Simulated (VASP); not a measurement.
Be2ZnSe3, 6 atoms in the cell. Symmetry: I-4m2, No. 119, tetragonal system. The conventional cell has a = 3.774 Å, b = 3.774 Å, c = 16.257 Å, α = 90.00°, β = 90.00°, γ = 90.00°. Within 3.0 Å of Be (site symmetry 2mm) lie 4 Se at 2.26 to 2.27 Å. Within 3.2 Å of Zn (site symmetry -4m2) lie 4 Se at 2.44 Å. Within 3.0 Å of Se (site symmetry 2mm) lie 2 Be at 2.26 Å and 2 Zn at 2.44 Å. Within 3.0 Å of Se (site symmetry -4m2) lie 4 Be at 2.27 Å. 

| Item | Value |
| --- | --- |
| Program | VASP 6.6.1 |
| Task | single point |
| Functional | PBE |
| Potentials or basis | VASP PAW PBE potentials, release 64 (Be, Zn, Se) |
| Cutoff | 520 eV |
| k mesh | 8 × 8 × 8 |
| Occupations | gaussian, width 0.02 eV |
| Spin | no spin polarisation |
| Dipole correction | no |
| Further INCAR settings | ALGO = Normal; EDIFF = 1e-06; NBANDS = 26 |

Potentials or basis: VASP PAW PBE potentials, release 64 (Be, Zn, Se).

Launch:

```bash
$ cat potpaw_PBE.64/Be/POTCAR potpaw_PBE.64/Zn/POTCAR potpaw_PBE.64/Se/POTCAR > POTCAR
$ mpirun -np 1 vasp_std > vasp.out
```

Hardware: 1 thread of AMD EPYC 9R45 96-Core Processor (Zen 5) (shared host).

Task: Estimate the wall time of this run.

Result: Run time: 7.7 min on 1 thread of AMD EPYC 9R45 96-Core Processor (Zen 5), with other jobs on the host, peak memory 0.6 GiB. Counts: scf iterations 14, k points 59.
